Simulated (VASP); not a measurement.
# ScGa2AsP2 (P4/mmm) in VASP: notebook, part 2 of 2

VASP 6.6.1.

## (4) Relaxation of cell and atoms, PBE

File INCAR:

```
  PREC = Accurate
  ENCUT = 600
  EDIFF = 1E-7
  ISMEAR = 0
  SIGMA = 0.1
  LREAL = False
  LASPH = True
  NELM = 100
  ALGO = Normal
  ISIF = 3
  LWAVE = False
  LCHARG = False
  GGA = PE
  IBRION = 2
  NSW = 90
  EDIFFG = -0.04
```

File KPOINTS:

```
Automatic mesh
0
Gamma
  4 4 4
```

File POSCAR:

```
ScGa2AsP2
1.0
    4.3453433400      0.0000000000      0.0000000000
    0.0000000000      4.3453433400      0.0000000000
    0.0000000000      0.0000000000      5.5780309400
Sc Ga P As
1 2 2 1
Direct
    0.0000000000      0.0000000000      0.5000000000
    0.0000000000      0.5000000000      0.0000000000
    0.5000000000      0.0000000000      0.0000000000
    0.5000000000      0.5000000000      0.2788000100
    0.5000000000      0.5000000000      0.7211999900
    0.0000000000      0.0000000000      0.0000000000
```

Potentials or basis: VASP PAW PBE potentials, release 64 (Sc_sv, Ga_d, P, As).

Command:

```
> cat potpaw_PBE.64/Sc_sv/POTCAR potpaw_PBE.64/Ga_d/POTCAR potpaw_PBE.64/P/POTCAR potpaw_PBE.64/As/POTCAR > POTCAR
> mpirun -np 1 vasp_std > vasp.out
```

OUTCAR:

```text
PREC = Accurate
   ENCUT = 600
   EDIFF = 1E-7
   ISMEAR = 0
   LREAL = False
   LASPH = True
   NELM = 100
   ISIF = 3
   GGA = PE
   IBRION = 2
   NSW = 90
   EDIFFG = -0.04

 ion  position               nearest neighbor table
   1  0.000  0.000  0.500-   6 2.79   6 2.79
   2  0.000  0.500  0.000-   6 2.17   6 2.17   4 2.67   5 2.67   4 2.67   5 2.67
   3  0.500  0.000  0.000-   6 2.17   6 2.17   4 2.67   4 2.67   5 2.67   5 2.67
   4  0.500  0.500  0.279-   5 2.47   3 2.67   2 2.67   3 2.67   2 2.67
   5  0.500  0.500  0.721-   4 2.47   3 2.67   2 2.67   3 2.67   2 2.67
   6  0.000  0.000  0.000-   2 2.17   3 2.17   2 2.17   3 2.17   1 2.79   1 2.79

  LATTYP: Found a simple tetragonal cell.
 ALAT       =     4.3453433400
 C/A-ratio  =     1.2836801384
[... 185 lines left out ...]

------------------------ aborting loop because EDIFF is reached ----------------------------------------

  FORCE on cell =-STRESS in cart. coord.  units (eV):
  Direction    XX          YY          ZZ          XY          YZ          ZX
  --------------------------------------------------------------------------------------
  -------------------------------------------------------------------------------------
  Total       19.4128351     19.4128351     -1.1900632      0.0000000      0.0000000     -0.0000000
  in kB      295.3047506    295.3047506    -18.1030397      0.0000000      0.0000000     -0.0000000
  external PRESSURE =     190.8354872 kB  Pullay stress =       0.0000000 kB
[... 1505 lines left out ...]
--------------------------------------- Ionic step        8  -------------------------------------------

 number of electron      52.0000016 magnetization

 Free energy of the ion-electron system (eV)
  ---------------------------------------------------
  ext. energy  EPLUGINS =         0.00000000
  ---------------------------------------------------
  free energy    TOTEN  =       -27.13865844 eV

  energy without entropy =      -27.12527018  energy(sigma->0) =      -27.13196431

 E-fermi :   5.3354     XC(G=0):  -9.9968

 val. band max:        5.2850464854   @ k =   0.2500   0.2500   0.0000
 cond. band min:       5.3844474794   @ k =   0.2500   0.0000   0.2500
 fundamental gap:      0.0994009940
 Fermi energy:         5.3353698372
[... 643 lines left out ...]
  FREE ENERGIE OF THE ION-ELECTRON SYSTEM (eV)
  ---------------------------------------------------
  free  energy   TOTEN  =       -27.1386584446 eV

  energy  without entropy=      -27.1252701783  energy(sigma->0) =      -27.13196431

 reached required accuracy - stopping structural energy minimisation
```

OSZICAR:

```text
N       E                     dE             d eps       ncg     rms          rms(c)
DAV:   1     0.597806316722E+03    0.59781E+03   -0.26552E+04  1137   0.263E+03
DAV:   2     0.579874579730E+02   -0.53982E+03   -0.53274E+03  1204   0.692E+02
DAV:   3    -0.234854892677E+02   -0.81473E+02   -0.79167E+02  1527   0.211E+02
DAV:   4    -0.286115600946E+02   -0.51261E+01   -0.47280E+01  1508   0.470E+01
[... 97 lines left out ...]
DAV:   4    -0.271386679254E+02    0.35579E-03   -0.66122E-04  1655   0.228E-01    0.267E-02
DAV:   5    -0.271386598990E+02    0.80265E-05   -0.11777E-04  1297   0.694E-02    0.867E-03
DAV:   6    -0.271386588206E+02    0.10783E-05   -0.13638E-05  1507   0.288E-02    0.399E-03
DAV:   7    -0.271386585430E+02    0.27768E-06   -0.13018E-06  1552   0.961E-03    0.145E-03
DAV:   8    -0.271386584446E+02    0.98332E-07   -0.37053E-07  1067   0.482E-03
   8 F= -.27138658E+02 E0= -.27131964E+02  d E =-.647840E-02
```

Run time: 5.8 min. Hardware: 1 thread of Oxide Virtual Turin-like, shared host; peak memory 0.27 GiB.

What came out:

| Property | Result |
| --- | --- |
| Free energy | -27.1387 eV |
| Relaxed volume | 21.11 Å³/atom |
| Relaxed cell | a = 4.944 Å, b = 4.944 Å, c = 5.180 Å, α = 90.00°, β = 90.00°, γ = 90.00° |
| Space group after relaxing (to 0.1 Å) | P4/mmm (No. 123) |
| Energy gained by relaxing | 371.4 meV/atom |
| Ionic steps | 8 |
| Pressure after relaxing | -0.1 GPa |
| Largest force after relaxing | 0.013 eV/Å |
| Band gap on the k mesh | zero (bands 26 and 27 overlap by 1.72 eV) |

Forces in eV/Å, atoms in the order of the input:
```
Sc   0.000  0.000  0.000
Ga   0.000  0.000  0.000
Ga   0.000  0.000  0.000
P    0.000  0.000 -0.013
P    0.000  0.000  0.013
As   0.000  0.000  0.000
```

Step by step:
```csv
step,energy change (eV),largest force (eV/Å),pressure (GPa),volume (Å³)
1,0.0000,1.1599,19.08,105.32
2,-1.8805,0.7093,-5.40,139.42
3,-1.9466,0.4765,-2.55,130.73
4,-1.9493,0.5317,-3.05,132.03
5,-2.2161,0.0335,-0.26,126.72
6,-2.2220,0.2514,0.29,125.98
7,-2.2280,0.0756,-0.02,126.47
8,-2.2285,0.0127,-0.13,126.65
```

Final structure:
```yaml
crystal:
  lattice:
    - [4.94443, 0.00000, 0.00000]
    - [0.00000, 4.94443, 0.00000]
    - [0.00000, 0.00000, 5.18039]
  atoms:
    - { symbol: Sc, position: [0.00000, 0.00000, 0.50000] }
    - { symbol: Ga, position: [0.00000, 0.50000, 0.00000] }
    - { symbol: Ga, position: [0.50000, 0.00000, 0.00000] }
    - { symbol: P, position: [0.50000, 0.50000, 0.28969] }
    - { symbol: P, position: [0.50000, 0.50000, 0.71031] }
    - { symbol: As, position: [0.00000, 0.00000, 0.00000] }
```

Caveat: the k points lie up to 0.32 Å⁻¹ apart in the final cell, too coarse for converged energies and pressures of a metal; the volume moved by over 15 % at a fixed basis, so the end points are rough.

## (5) Single point, PBE

This run uses another cell than the first one, of 21.04 Å³/atom.

File INCAR:

```
PREC = Accurate ; ENCUT = 520
EDIFF = 1E-6 ; ISMEAR = 0
SIGMA = 0.1 ; LREAL = F
LASPH = T ; NELM = 60
ALGO = Fast ; ISIF = 2
LWAVE = F ; LCHARG = F
GGA = PE ; NBANDS = 35
```

File KPOINTS:

```
Automatic mesh
0
Gamma
  8 8 8
```

File POSCAR:

```
ScGa2AsP2
1.0
    4.9507253955      0.0000000000      0.0000000000
    0.0000000000      4.9507253955      0.0000000000
    0.0000000000      0.0000000000      5.1500732026
Sc Ga P As
1 2 2 1
Direct
    0.0000000000      0.0000000000      0.5000000000
    0.0000000000      0.5000000000      0.0000000000
    0.5000000000      0.0000000000      0.0000000000
    0.5000000000      0.5000000000      0.2860139789
    0.5000000000      0.5000000000      0.7139860211
    0.0000000000      0.0000000000      0.0000000000
```

Command:

```
> cat potpaw_PBE.64/Sc_sv/POTCAR potpaw_PBE.64/Ga_d/POTCAR potpaw_PBE.64/P/POTCAR potpaw_PBE.64/As/POTCAR > POTCAR
> mpirun -np 1 vasp_std > vasp.out
```

It took 7.4 min on 1 thread of Oxide Virtual Turin-like, shared host; peak memory 0.45 GiB.

It converged, with:

- Free energy: -27.0576 eV
- Pressure: 0.1 GPa
- Largest force: 0.038 eV/Å
- Band gap on the k mesh: zero (bands 26 and 27 overlap by 1.88 eV)

Forces on the atoms (eV/Å):
```
Sc   0.000  0.000  0.000
Ga   0.000  0.000  0.000
Ga   0.000  0.000  0.000
P    0.000  0.000  0.038
P    0.000  0.000 -0.038
As   0.000  0.000  0.000
```

Levels at points of the mesh, in eV from the Fermi level:
| k point | band 23 | band 24 | band 25 | band 26 | band 27 | band 28 | band 29 | band 30 |
| --- | --- | --- | --- | --- | --- | --- | --- | --- |
| (0.00, 0.00, 0.00) | -2.33 | -2.33 | -1.58 | -0.58 | -0.58 | 0.47 | 0.65 | 1.27 |
| (0.50, 0.00, 0.00) | -3.42 | -1.19 | -0.31 | 0.10 | 0.22 | 0.24 | 0.56 | 0.97 |
| (0.50, 0.50, 0.00) | -2.27 | -1.87 | -1.87 | 0.33 | 0.61 | 0.71 | 1.39 | 1.39 |
| (0.00, 0.00, 0.50) | -2.68 | -1.53 | -1.39 | -1.16 | -1.16 | -0.87 | -0.24 | 0.57 |
| (0.50, 0.00, 0.50) | -2.77 | -2.68 | -1.92 | 0.24 | 0.58 | 0.67 | 1.39 | 1.44 |
| (0.50, 0.50, 0.50) | -1.37 | 0.21 | 0.21 | 0.66 | 0.74 | 0.87 | 0.91 | 1.21 |

## (6) Summary

| task | cell | k mesh | cutoff (eV) | gap on the mesh (eV) | pressure (GPa) | largest force (eV/Å) |
| --- | --- | --- | --- | --- | --- | --- |
| single point | a = 4.345, b = 4.345, c = 5.578 Å, 6 atoms, atomic positions A | 4 × 4 × 4 | 520 | none | 19.1 | 1.16 |
| single point | a = 4.938, b = 4.938, c = 5.169 Å, 6 atoms, atomic positions B | 4 × 4 × 4 | 520 | none | 0.1 | 0.05 |
| relaxation of cell and atoms | relaxed from a = 4.345, b = 4.345, c = 5.578 Å, 6 atoms, atomic positions A | 4 × 4 × 4 | 600 | none | -0.1 | 0.01 |
| single point | a = 4.951, b = 4.951, c = 5.150 Å, 6 atoms, atomic positions C | 8 × 8 × 8 | 520 | none | 0.1 | 0.04 |

Alike in all rows: level PBE; potentials or basis VASP PAW PBE potentials, release 64 (Sc_sv, Ga_d, P, As); no spin polarisation; smearing gaussian 0.1 eV.

Caveats: some runs use coarse meshes; forces of over 1 eV/Å act on the atoms, so gaps and moduli don't describe the material at rest (at least some runs); the volume moved by over 15 % at a fixed basis, so the end points are rough (at least some runs).

Total energies depend on the potentials used, so only differences within one code and one set of settings carry meaning.

The gap in the log of VASP goes by the Fermi energy; the results here count the filled bands.